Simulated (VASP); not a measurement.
Wanted: the native input for a VASP 6.6.1 run.

* Task: single point
* Functional: PBE
* Potentials or basis: VASP PAW PBE potentials, release 64 (W_sv, Se)
* Cutoff: 520 eV
* k mesh: 18 × 18 × 18
* Occupations: gaussian, width 0.1 eV
* Spin: no spin polarisation
* Dipole correction: no
* Further INCAR settings: ALGO = Normal; EDIFF = 1e-06; NBANDS = 17

The structure of WSe lies in POSCAR:

```
WSe
1.0
    0.0000000000      2.6153187715      2.6153187715
    2.6153187715      0.0000000000      2.6153187715
    2.6153187715      2.6153187715      0.0000000000
W Se
1 1
Direct
    0.0000000000      0.0000000000      0.0000000000
    0.5000000000      0.5000000000      0.5000000000
```

These files were run (other wordings do the same):

INCAR

```
  ALGO = Normal
  EDIFF = 1E-6
  ENCUT = 520
  GGA = PE
  ISIF = 2
  ISMEAR = 0
  LASPH = True
  LCHARG = False
  LREAL = False
  LWAVE = False
  NBANDS = 17
  NELM = 60
  PREC = Accurate
  SIGMA = 0.1
```

KPOINTS

```
k-points
0
Gamma
  18 18 18
```

Potentials or basis: VASP PAW PBE potentials, release 64 (W_sv, Se).

Command:

```bash
$ cat potpaw_PBE.64/W_sv/POTCAR potpaw_PBE.64/Se/POTCAR > POTCAR
$ mpirun -np 1 vasp_std > vasp.out
```

It gave:

- Pressure: 0.3 GPa
- Band gap on the k mesh: zero (bands 10 and 11 overlap by 2.61 eV)

Caveat: spin-orbit coupling is left out, which moves the levels of the heavy elements.

Run time: 2.6 min on 1 thread of Intel Xeon 8259CL, with other jobs on the host, peak memory 0.25 GiB.
